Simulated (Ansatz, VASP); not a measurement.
# K3I2Br in VASP and in Ansatz

```
CELL_PARAMETERS angstrom
4.59330 0.00000 0.00000
-2.29665 3.97791 0.00000
0.00000 0.00000 11.10530
ATOMIC_POSITIONS crystal
K 0.00000 0.00000 0.50000
K 0.33333 0.66667 0.15010
K 0.66667 0.33333 0.84990
I 0.33333 0.66667 0.67502
I 0.66667 0.33333 0.32498
Br 0.00000 0.00000 0.00000
```

Alike in both runs: task relaxation of the atoms; functional LDA; k mesh 6 × 6 × 2; occupations gaussian, width 0.05 eV; no spin polarisation.

|  | VASP | Ansatz |
| --- | --- | --- |
| version | VASP 6.6.1 | Ansatz 0.2.0 |
| potentials or method | VASP PAW LDA potentials, release 64 (K_sv, I, Br), cutoff 520 eV | scalar-relativistic, plane waves, PAW |
| valence electrons in the cell | 48 | 68 |

Ansatz gave:

- gap on the k mesh at the Fermi level, each at its own relaxed structure (eV): 4.01

Task: Estimate VASP's values.

Result: gap on the k mesh at the Fermi level, each at its own relaxed structure (eV): 4.02.

LDA's correlation is that of Perdew and Zunger in VASP and of Perdew and Wang (1992) in Ansatz. VASP's potentials hold 48 valence electrons a cell and Ansatz's 68, so a difference there can come from the potentials and not from the codes. Ansatz's warnings: stress scf threshold loose.

Spin-orbit coupling is off throughout.
